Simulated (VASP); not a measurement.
# BaTe (Pm-3m) in VASP: notebook

BaTe is run at these levels: r2SCAN, PBEsol; tasks: single point.

Everything below comes from runs of VASP 6.6.1. Logs are shortened: lines on timing, memory, paths and dates and some standing lists are left out, and cuts for length are marked.

### Step 1. The cell of the first run

It takes space group Pm-3m (No. 221, cubic). The conventional cell has a = 4.245 Å, b = 4.245 Å, c = 4.245 Å, α = 90.00°, β = 90.00°, γ = 90.00°. Ba (site symmetry m-3m) has 8 Te at 3.68 Å and 6 Ba at 4.24 Å within 4.8 Å. Te (site symmetry m-3m) has 8 Ba at 3.68 Å and 6 Te at 4.24 Å within 4.8 Å.

### Step 2. Single point, r2SCAN

File POSCAR:

```
BaTe
1.0
    4.2448181569      0.0000000000      0.0000000000
    0.0000000000      4.2448181569      0.0000000000
    0.0000000000      0.0000000000      4.2448181569
Ba Te
1 1
Direct
    0.0000000000      0.0000000000      0.0000000000
    0.5000000000      0.5000000000      0.5000000000
```

File INCAR.step1:

```
  PREC = Accurate
  ENCUT = 520
  ISMEAR = 0
  SIGMA = 0.01
  LREAL = False
  LASPH = True
  NELM = 100
  NBANDS = 15
  GGA = PE
  ALGO = Normal
  EDIFF = 1E-4
  LWAVE = True
  LCHARG = False
```

File INCAR.step2:

```
  PREC = Accurate
  ENCUT = 520
  EDIFF = 1E-6
  ISMEAR = 0
  SIGMA = 0.01
  LREAL = False
  LASPH = True
  NELM = 100
  ALGO = Normal
  ISIF = 2
  LWAVE = False
  LCHARG = False
  METAGGA = R2SCAN
  LMIXTAU = True
  NBANDS = 15
  ISTART = 1
```

File KPOINTS:

```
regular mesh
0
Gamma
  3 3 3
```

Potentials or basis: VASP PAW PBE potentials, release 64 (Ba_sv, Te).

Launch:

```
$ cat potpaw_PBE.64/Ba_sv/POTCAR potpaw_PBE.64/Te/POTCAR > POTCAR
$ cp INCAR.step1 INCAR
$ mpirun -np 1 vasp_std > vasp.out
$ cp INCAR.step2 INCAR
$ mpirun -np 1 vasp_std > vasp.out
```

OUTCAR:

```text
PREC = Accurate
   ENCUT = 520
   EDIFF = 1E-6
   ISMEAR = 0
   LREAL = False
   LASPH = True
   NELM = 100
   ISIF = 2
   METAGGA = R2SCAN
   ISTART = 1

 ion  position               nearest neighbor table
   1  0.000  0.000  0.000-   2 3.68   2 3.68   2 3.68   2 3.68   2 3.68   2 3.68   2 3.68   2 3.68

   2  0.500  0.500  0.500-   1 3.68   1 3.68   1 3.68   1 3.68   1 3.68   1 3.68   1 3.68   1 3.68

  LATTYP: Found a simple cubic cell.
 ALAT       =     4.2448181569

  Lattice vectors:

 A1 = (   4.2448181569,   0.0000000000,   0.0000000000)
 A2 = (   0.0000000000,   4.2448181569,   0.0000000000)
 A3 = (   0.0000000000,   0.0000000000,   4.2448181569)

Analysis of symmetry for initial positions (statically):
=====================================================================
 Subroutine PRICEL returns:
 Original cell was already a primitive cell.

 Routine SETGRP: Setting up the symmetry group for a
 simple cubic supercell.

 Subroutine GETGRP returns: Found 48 space group operations
 (whereof 48 operations were pure point group operations)
 out of a pool of 48 trial point group operations.

The static configuration has the point symmetry O_h .

Analysis of symmetry for dynamics (positions and initial velocities):
=====================================================================
 Subroutine PRICEL returns:
 Original cell was already a primitive cell.

 Routine SETGRP: Setting up the symmetry group for a
 simple cubic supercell.

 Subroutine GETGRP returns: Found 48 space group operations
 (whereof 48 operations were pure point group operations)
 out of a pool of 48 trial point group operations.

The dynamic configuration has the point symmetry O_h .

 Subroutine INISYM returns: Found 48 space group operations
 (whereof 48 operations are pure point group operations),
 and found     1 'primitive' translations

----------------------------------------------------------------------------------------

                                     Primitive cell

  volume of cell :      76.4852

  direct lattice vectors                    reciprocal lattice vectors
     4.244818157  0.000000000  0.000000000     0.235581352  0.000000000  0.000000000
     0.000000000  4.244818157  0.000000000     0.000000000  0.235581352  0.000000000
     0.000000000  0.000000000  4.244818157     0.000000000  0.000000000  0.235581352

  length of vectors
     4.244818157  4.244818157  4.244818157     0.235581352  0.235581352  0.235581352

  position of ions in fractional coordinates (direct lattice)
     0.000000000  0.000000000  0.000000000
     0.500000000  0.500000000  0.500000000

  ion indices of the primitive-cell ions
   primitive index   ion index
                 1           1
                 2           2

----------------------------------------------------------------------------------------

 KPOINTS: regular mesh

Automatic generation of k-mesh.
 Grid dimensions read from file:
 generate k-points for:    3    3    3

 Generating k-lattice:

  Cartesian coordinates                     Fractional coordinates (reciprocal lattice)
     0.078527117  0.000000000  0.000000000     0.333333333  0.000000000  0.000000000
     0.000000000  0.078527117  0.000000000     0.000000000  0.333333333  0.000000000
     0.000000000  0.000000000  0.078527117     0.000000000  0.000000000  0.333333333

  Length of vectors
     0.078527117  0.078527117  0.078527117

  Shift w.r.t. Gamma in fractional coordinates (k-lattice)
     0.000000000  0.000000000  0.000000000

 Subroutine IBZKPT returns following result:
 ===========================================

 Found      4 irreducible k-points:

 Following reciprocal coordinates:
            Coordinates               Weight
  0.000000  0.000000  0.000000      1.000000
  0.333333  0.000000  0.000000      6.000000
  0.333333  0.333333  0.000000     12.000000
  0.333333  0.333333  0.333333      8.000000
   k-points           NKPTS =      4   k-points in BZ     NKDIM =      4   number of bands    NBANDS=     15
   number of dos      NEDOS =    301   number of ions     NIONS =      2
   total plane-waves  NPLWV =  32768
   dimension x,y,z NGX =    32 NGY =   32 NGZ =   32
   dimension x,y,z NGXF=    64 NGYF=   64 NGZF=   64
   ions per type =               1   1
   NGX,Y,Z   is equivalent  to a cutoff of  12.53, 12.53, 12.53 a.u.
   NGXF,Y,Z  is equivalent  to a cutoff of  25.07, 25.07, 25.07 a.u.
 SYSTEM =  unknown system
   PREC   = accura    normal or accurate (medium, high low for compatibility)
   ISTART =      1    job   : 0-new  1-cont  2-samecut
   ICHARG =      0    charge: 1-file 2-atom 10-const
   ISPIN  =      1    spin polarized calculation?
   LNONCOLLINEAR =      F non collinear calculations
   LSORBIT =      F    spin-orbit coupling
   LASPH  =      T    aspherical Exc in radial PAW
   ENCUT  =  520.0 eV  38.22 Ry    6.18 a.u.   7.89  7.89  7.89*2*pi/ulx,y,z
   NELM   =    100;   NELMIN=  2; NELMDL=  0     # of ELM steps
   EDIFF  = 0.1E-05   stopping-criterion for ELM
   LREAL  =      F    real-space projection
   EDIFFG = 0.1E-04   stopping-criterion for IOM
   NSW    =      0    number of steps for IOM
   IBRION =     -1    ionic relax: 0-MD 1-quasi-New 2-CG
   NFREE  =      0    steps in history (QN), initial steepest desc. (CG)
   ISIF   =      2    stress and relaxation
   ISYM   =      2    0-nonsym 1-usesym 2-fastsym
   POTIM  = 0.5000    time-step for ionic-motion
   TEBEG  =    0.0;   TEEND  =   0.0 temperature during run
   PSTRESS=    0.0 pullay stress
   NELECT =      16.0000    total number of electrons
   NUPDOWN=      -1.0000    fix difference up-down
   EMIN   =  10.00;   EMAX   =-10.00  energy-range for DOS
   EFERMI =   0.00;   METHOD = LEGACY
   ISMEAR =     0;   SIGMA  =   0.01  broadening in eV -4-tet -1-fermi 0-gaus
   EFERMI_NEDOS =   21; number of points for ismear=-14 and -15
   IALGO  =     38    algorithm
   IMIX   =      4    mixing-type and parameters
     AMIX     =   0.40;   BMIX     =  1.00
     AMIX_MAG =   1.60;   BMIX_MAG =  1.00
  volume/ion in A,a.u.               =      38.24       258.07
  Fermi-wavevector in a.u.,A,eV,Ry     =   0.971827  1.836487 12.849998  0.944448
  Thomas-Fermi vector in A             =   2.102076
   LORBIT       =      0    0 simple, 1 ext, 2 COOP (PROOUT), +10 PAW based schemes
   METAGGA = R2SCAN    functional components
   LHFCALC =     F    Hartree Fock is set to
   AEXX    =    0.0000 exact exchange contribution
   IVDW    =     0    specifies the selected vdW correction
   LEPSILON=     F    determine dielectric tensor
   LRPA    =     F    only Hartree local field effects (RPA)
 non-spin polarized calculation
 Gauss-broadening in eV      SIGMA  =   0.01
  energy-cutoff  :      520.00
  volume of cell :       76.49
 maximum number of plane-waves:      2103
 NGX is ok and might be reduce to    32
   NGX = 15   NGY = 15   NGZ = 15

 number of electron      15.9999999 magnetization

 Free energy of the ion-electron system (eV)
  ---------------------------------------------------
  ext. energy  EPLUGINS =         0.00000000
  ---------------------------------------------------
  free energy    TOTEN  =       -55.56356477 eV

  energy without entropy =      -55.56356477  energy(sigma->0) =      -55.56356477

 E-fermi :   3.4510     XC(G=0):  -9.2183

 val. band max:        3.3996473305   @ k =   0.0000   0.0000   0.0000
 cond. band min:       4.8544017957   @ k =   0.0000   0.0000   0.0000
 fundamental gap:      1.4547544652
 Fermi energy:         3.4510437101

 k-point     1 :       0.0000    0.0000    0.0000
  band No.  band energies     occupation
      1     -25.2559      2.00000
      2      -9.8682      2.00000
      3      -9.8682      2.00000
      4      -9.8682      2.00000
      5      -6.9212      2.00000
      6       3.3996      2.00000
      7       3.3996      2.00000
      8       3.3996      2.00000
      9       4.8544      0.00000
     10       4.8544      0.00000
     11       6.9787      0.00000
     12       8.7537      0.00000
     13       8.7537      0.00000
     14       8.7537      0.00000
     15      12.7749      0.00000

 k-point     2 :       0.3333    0.0000    0.0000
  band No.  band energies     occupation
      1     -25.2349      2.00000
      2     -10.3127      2.00000
      3      -9.8284      2.00000
      4      -9.8284      2.00000
      5      -6.3187      2.00000
      6       0.8937      2.00000
      7       3.0204      2.00000
      8       3.0204      2.00000
      9       5.4126      0.00000
     10       7.4624      0.00000
     11       9.0670      0.00000
     12       9.2935      0.00000
     13       9.3378      0.00000
     14       9.3378      0.00000
     15       9.7784      0.00000

 k-point     3 :       0.3333    0.3333    0.0000
  band No.  band energies     occupation
      1     -25.2148      2.00000
      2     -10.2114      2.00000
      3     -10.1383      2.00000
      4      -9.7972      2.00000
      5      -6.2697      2.00000
      6       1.3469      2.00000
      7       1.9066      2.00000
      8       3.3658      2.00000
      9       5.8187      0.00000
     10       7.2882      0.00000
     11       7.3867      0.00000
     12       8.4646      0.00000
     13       8.6248      0.00000
     14      10.0463      0.00000
     15      12.4149      0.00000

 k-point     4 :       0.3333    0.3333    0.3333
  band No.  band energies     occupation
      1     -25.1956      2.00000
      2     -10.1311      2.00000
      3     -10.0805      2.00000
      4     -10.0805      2.00000
      5      -6.1294      2.00000
      6       1.3478      2.00000
      7       1.3478      2.00000
      8       1.8540      2.00000
      9       6.9857      0.00000
     10       7.4719      0.00000
     11       7.4719      0.00000
     12       9.8560      0.00000
     13       9.8560      0.00000
     14      10.1852      0.00000
     15      12.7089      0.00000

------------------------ aborting loop because EDIFF is reached ----------------------------------------

  FORCE on cell =-STRESS in cart. coord.  units (eV):
  Direction    XX          YY          ZZ          XY          YZ          ZX
  --------------------------------------------------------------------------------------
  -------------------------------------------------------------------------------------
  Total        0.3647968      0.3647968      0.3647968      0.0000000      0.0000000      0.0000000
  in kB        7.6415999      7.6415999      7.6415999      0.0000000      0.0000000      0.0000000
  external PRESSURE =       7.6415999 kB  Pullay stress =       0.0000000 kB

 VOLUME and BASIS-vectors are now :
 -----------------------------------------------------------------------------
  energy-cutoff  :      520.00
  volume of cell :       76.49
      direct lattice vectors                 reciprocal lattice vectors
     4.244818157  0.000000000  0.000000000     0.235581352  0.000000000  0.000000000
     0.000000000  4.244818157  0.000000000     0.000000000  0.235581352  0.000000000
     0.000000000  0.000000000  4.244818157     0.000000000  0.000000000  0.235581352

 POSITION                                       TOTAL-FORCE (eV/Angst)
 -----------------------------------------------------------------------------------
      0.00000      0.00000      0.00000         0.000000      0.000000      0.000000
      2.12241      2.12241      2.12241         0.000000      0.000000      0.000000
 -----------------------------------------------------------------------------------
    total drift:                                0.000000      0.000000     -0.000000

  FREE ENERGIE OF THE ION-ELECTRON SYSTEM (eV)
  ---------------------------------------------------
  free  energy   TOTEN  =       -55.5635647704 eV

  energy  without entropy=      -55.5635647704  energy(sigma->0) =      -55.56356477
```

Run time: 89 s. Hardware: 1 thread of Intel Xeon 8259CL, shared host; peak memory 0.19 GiB.

What came out:

* Free energy: -55.5636 eV
* Pressure: 0.8 GPa
* Band gap on the k mesh: 1.45 eV, direct

Levels at points of the mesh, in eV from the valence-band top:
```
           k point  band 4  band 5  band 6  band 7  band 8  band 9  band 10  band 11  band 12  band 13
(0.00, 0.00, 0.00)  -13.27  -10.32    0.00    0.00    0.00    1.45     1.45     3.58     5.35     5.35
```

Caveat: the k points lie up to 0.49 Å⁻¹ apart; the PAW data sets were made with another functional, which shifts forces and pressure a little; spin-orbit coupling is left out, which moves the levels of the heavy elements.

### Step 3. Single point, PBEsol

File INCAR:

```
SYSTEM = BaTe
PREC = Accurate
ENCUT = 520
EDIFF = 1E-6
ISMEAR = 0
SIGMA = 0.01
LREAL = .False.
LASPH = .True.
NELM = 100
ALGO = Normal
ISIF = 2
LWAVE = .False.
LCHARG = .True.
GGA = PS
LELF = .True.
LVHAR = .True.
NBANDS = 15
```

File KPOINTS:

```
Automatic mesh
0
Gamma
  4 4 4
  0 0 0
```

POSCAR is that of step 2.

Potentials or basis: VASP PAW PBE potentials, release 64 (Ba_sv, Te).

Launch:

```
$ cat potpaw_PBE.64/Ba_sv/POTCAR potpaw_PBE.64/Te/POTCAR > POTCAR
$ mpirun -np 1 vasp_std > vasp.out
```

Wall time 19 s (1 thread of Intel Xeon 8259CL, shared host); peak memory 0.18 GiB.

Results (log left out):

```yaml
Free_energy: -8.8794 eV
Pressure: -1.2 GPa
Band_gap_on_the_k_mesh: 0.66 eV, indirect (least direct gap 0.86 eV)
```

Levels at points of the mesh, in eV from the valence-band top:
| k point | band 4 | band 5 | band 6 | band 7 | band 8 | band 9 | band 10 | band 11 | band 12 | band 13 |
| --- | --- | --- | --- | --- | --- | --- | --- | --- | --- | --- |
| (0.00, 0.00, 0.00) | -13.11 | -10.44 | -0.38 | -0.38 | -0.38 | 0.66 | 0.66 | 2.26 | 4.53 | 4.53 |
| (0.50, 0.00, 0.00) | -13.06 | -9.65 | -3.48 | -0.90 | -0.90 | 1.46 | 4.75 | 4.88 | 4.92 | 4.93 |
| (0.50, 0.50, 0.00) | -13.02 | -9.87 | -2.08 | -2.08 | 0.00 | 0.86 | 2.45 | 2.85 | 2.85 | 6.23 |
| (0.50, 0.50, 0.50) | -13.40 | -9.48 | -2.98 | -2.98 | -2.98 | 4.67 | 4.67 | 4.67 | 6.32 | 6.32 |

Caveat: the PAW data sets were made with another functional, which shifts forces and pressure a little; spin-orbit coupling is left out, which moves the levels of the heavy elements.
